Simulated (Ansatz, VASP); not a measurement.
Si16O31 in VASP and in Ansatz

```
Si O
1.0
     9.91601    0.00000    0.00000
     0.00000    8.74132    0.00000
     0.00000    0.00000    8.67864
Si O
16 31
Cartesian
  4.7934 1.3407 1.7117
  0.0093 7.0826 1.3650
  2.3175 2.6168 2.9227
  4.7520 1.6632 7.3298
  0.2659 7.3388 6.9070
  2.3025 2.9395 6.0377
  2.5950 5.7052 2.6644
  2.8092 6.0030 5.8075
  9.6941 1.4506 1.6506
  5.3210 6.9473 1.5258
  7.1622 2.7878 2.8946
  9.6992 1.6777 7.2103
  5.3272 7.2961 7.0856
  7.2067 3.0218 6.0114
  7.2007 5.8950 2.5468
  7.6934 6.0732 5.6938
  -0.0066 6.9651 -0.2356
  2.6059 4.1155 2.4189
  2.5400 6.0652 4.2281
  5.0381 1.9008 0.2185
  0.7647 2.6536 6.3975
  4.3136 6.4481 6.1642
  -0.0091 0.1671 6.6991
  3.2528 1.5546 2.1442
  1.3181 6.3524 1.9385
  2.5958 4.4935 6.3088
  1.7987 7.0085 6.5518
  0.7839 2.2527 2.6117
  3.2275 2.0494 7.0027
  2.5872 2.5409 4.5056
  -0.0014 -0.1269 1.8539
  3.9618 6.2774 2.0640
  5.3339 6.7408 -0.0817
  7.1332 4.2917 2.3221
  7.2841 6.1657 4.1415
  9.9810 1.8091 0.1092
  5.7090 2.5838 6.4150
  9.2415 6.4659 5.9242
  4.9403 0.1052 7.0122
  8.1963 1.8797 2.0574
  7.4038 4.5980 6.2774
  6.8161 7.1459 6.5045
  5.6843 2.1853 2.7413
  8.1909 2.1437 6.9254
  7.5297 2.7472 4.4587
  5.2314 -0.2033 1.8204
  8.5870 6.3825 1.8922
```

Alike in both runs: functional LDA; k mesh 1 × 1 × 1; occupations fermi-dirac, width 0.05 eV; no spin polarisation.

Ansatz relaxed the structure, and its values are those at the end. VASP's run is a single point on that final structure, the one shown.

|  | VASP | Ansatz |
| --- | --- | --- |
| version | VASP 6.6.1 | Ansatz 0.2.0 |
| potentials or method | VASP PAW LDA potentials, release 64 (Si, O), cutoff 520 eV | scalar-relativistic, plane waves, PAW |
| valence electrons in the cell | 250 | 250 |

|  | VASP | Ansatz | Ansatz less VASP |
| --- | --- | --- | --- |
| gap on the k mesh at the Fermi level (eV) | 5.43 | 5.42 | -0.016 |
| rms of the force components (eV/Å) | 0.013 | 0.006 | -0.0073 |

Ansatz warns that its potentials were made for another functional, while VASP's fit it. LDA's correlation is that of Perdew and Zunger in VASP and of Perdew and Wang (1992) in Ansatz.
